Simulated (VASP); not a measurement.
# SrCd (R-3m) in VASP: notebook, part 2 of 2

VASP 6.6.1. Earlier steps stand in the parts before.

### Step 3. Electric field gradients, LDA (equal xy, yz and zx shear strains of -1 %)

INCAR reads:

```
SYSTEM = SrCd
PREC     = Accurate       ! precision mode
ENCUT    = 520            ! plane-wave cutoff, eV
EDIFF    = 1E-8           ! SCF threshold, eV
ISMEAR   = -1             ! smearing method
SIGMA    = 0.08           ! smearing width, eV
LREAL    = .FALSE.        ! projectors in reciprocal space
LASPH    = .TRUE.         ! aspherical terms in the spheres
NELM     = 60             ! most SCF steps
ALGO     = Normal         ! electronic algorithm
ISIF     = 2              ! what is computed and relaxed
LWAVE    = .FALSE.        ! write WAVECAR
LCHARG   = .FALSE.        ! write CHGCAR
LEFG     = .TRUE.       
NBANDS   = 18             ! bands
```

KPOINTS reads:

```
regular mesh
0
G
  10 10 10
  0 0 0
```

POSCAR reads:

```
SrCd
1.0
    4.0030000000     -0.0200150000     -0.0200150000
   -0.0200150000      4.0030000000     -0.0200150000
   -0.0200150000     -0.0200150000      4.0030000000
Sr Cd
1 1
Direct
    0.5000000000      0.5000000000      0.5000000000
    0.0000000000      0.0000000000      0.0000000000
```

Potentials or basis: VASP PAW LDA potentials, release 64 (Sr_sv, Cd).

Command:

```bash
> cat potpaw_LDA.64/Sr_sv/POTCAR potpaw_LDA.64/Cd/POTCAR > POTCAR
> mpirun -np 1 vasp_std > vasp.out
```

OUTCAR:

```text
SYSTEM = SrCd
   PREC = Accurate
   ENCUT = 520
   EDIFF = 1E-8
   ISMEAR = -1
   LREAL = .FALSE.
   LASPH = .TRUE.
   NELM = 60
   ISIF = 2

 ion  position               nearest neighbor table
   1  0.500  0.500  0.500-   2 3.43   2 3.43   2 3.48   2 3.48   2 3.48   2 3.48   2 3.48   2 3.48

   2  0.000  0.000  0.000-   1 3.43   1 3.43   1 3.48   1 3.48   1 3.48   1 3.48   1 3.48   1 3.48

  LATTYP: Found a trigonal (rhomboedric) cell.
 ALAT       =     4.0031000737
 COS(alpha) =    -0.0099745013

  Lattice vectors:

 A1 = (   4.0030000000,  -0.0200150000,  -0.0200150000)
 A2 = (  -0.0200150000,   4.0030000000,  -0.0200150000)
 A3 = (  -0.0200150000,  -0.0200150000,   4.0030000000)

Analysis of symmetry for initial positions (statically):
=====================================================================
 Subroutine PRICEL returns:
 Original cell was already a primitive cell.

 Routine SETGRP: Setting up the symmetry group for a
 trigonal (rhombohedral) supercell.

 Subroutine GETGRP returns: Found 12 space group operations
 (whereof 12 operations were pure point group operations)
[... 694 lines left out ...]
    -0.020015000 -0.020015000  4.003000000     0.001255403  0.001255403  0.249825195

 POSITION                                       TOTAL-FORCE (eV/Angst)
 -----------------------------------------------------------------------------------
      1.98149      1.98149      1.98149        -0.000000     -0.000000      0.000000
      0.00000      0.00000      0.00000         0.000000      0.000000      0.000000
 -----------------------------------------------------------------------------------
    total drift:                               -0.000000      0.000000     -0.000000

  FREE ENERGIE OF THE ION-ELECTRON SYSTEM (eV)
  ---------------------------------------------------
  free  energy   TOTEN  =        -4.1001226715 eV

  energy  without entropy=       -4.0738037500  energy(sigma->0) =       -4.08696321

 Electric field gradients (V/A^2)
---------------------------------------------------------------------
 ion       V_xx      V_yy      V_zz      V_xy      V_xz      V_yz
---------------------------------------------------------------------
   1       0.000     0.000    -0.000    -0.393    -0.393    -0.393
   2      -0.000    -0.000     0.000     1.785     1.785     1.785
---------------------------------------------------------------------

 Electric field gradients after diagonalization (V/A^2)
 (convention: |V_zz| > |V_xx| > |V_yy|)
----------------------------------------------------------------------
 ion       V_xx      V_yy      V_zz     asymmetry (V_yy - V_xx)/ V_zz
----------------------------------------------------------------------
   1       0.393     0.393    -0.786       0.000
   2      -1.785    -1.785     3.571       0.000
----------------------------------------------------------------------

           NMR quadrupolar parameters

 Cq : quadrupolar parameter    Cq=e*Q*V_zz/h
 eta: asymmetry parameters     (V_yy - V_xx)/ V_zz
 Q  : nuclear electric quadrupole moment in mb (millibarn)
----------------------------------------------------------------------
 ion       Cq(MHz)       eta       Q (mb)
----------------------------------------------------------------------
   1      -0.002       0.000       1.000
   2       0.009       0.000       1.000
----------------------------------------------------------------------
```

OSZICAR:

```text
N       E                     dE             d eps       ncg     rms          rms(c)
DAV:   1     0.138856476562E+03    0.13886E+03   -0.11343E+04  4216   0.113E+03
DAV:   2     0.263031919982E+01   -0.13623E+03   -0.13243E+03  4512   0.290E+02
DAV:   3    -0.410407176826E+01   -0.67344E+01   -0.66883E+01  6988   0.559E+01
DAV:   4    -0.423755319517E+01   -0.13348E+00   -0.13320E+00  5120   0.520E+00
DAV:   5    -0.423881877156E+01   -0.12656E-02   -0.12653E-02  5620   0.468E-01    0.165E+01
DAV:   6    -0.410984858817E+01    0.12897E+00   -0.43632E-01  4560   0.538E+00    0.876E+00
DAV:   7    -0.410131873994E+01    0.85298E-02   -0.37893E-02  4760   0.148E+00    0.145E+00
DAV:   8    -0.410017900029E+01    0.11397E-02   -0.49289E-03  6284   0.681E-01    0.211E-01
DAV:   9    -0.410011025552E+01    0.68745E-04   -0.38002E-04  6130   0.117E-01    0.283E-02
DAV:  10    -0.410012041959E+01   -0.10164E-04   -0.34996E-05  6676   0.274E-02    0.143E-02
DAV:  11    -0.410012257272E+01   -0.21531E-05   -0.27715E-06  5110   0.105E-02    0.867E-03
DAV:  12    -0.410012268410E+01   -0.11139E-06   -0.23201E-07  5344   0.303E-03    0.258E-03
DAV:  13    -0.410012267119E+01    0.12917E-07   -0.50641E-08  6900   0.104E-03    0.436E-04
DAV:  14    -0.410012267150E+01   -0.31696E-09   -0.87777E-10  2634   0.183E-04
   1 F= -.41001227E+01 E0= -.40869632E+01  d E =-.263189E-01
```

Run time: 1.9 min. Hardware: 1 thread of Oxide Virtual Turin-like, shared host; peak memory 0.22 GiB.

What came out:

```
Free energy            : -4.1001 eV
Pressure               : -1.9 GPa
Band gap on the k mesh : zero (band 11 reaches 3.39 eV, above the bottom of band 12 at 1.26 eV)
```

Electric field gradients, principal values (V/Å²):
```
atom   least  middle  greatest (by size)
1 Sr   0.393   0.393              -0.786
2 Cd  -1.785  -1.785               3.571
```

Caveat: the cell differs from its parent crystal (equal xy, yz and zx shear strains of -1 %); without QUAD_EFG the Cq values of the log hold for a quadrupole moment of 1 mb, not for the nuclei.
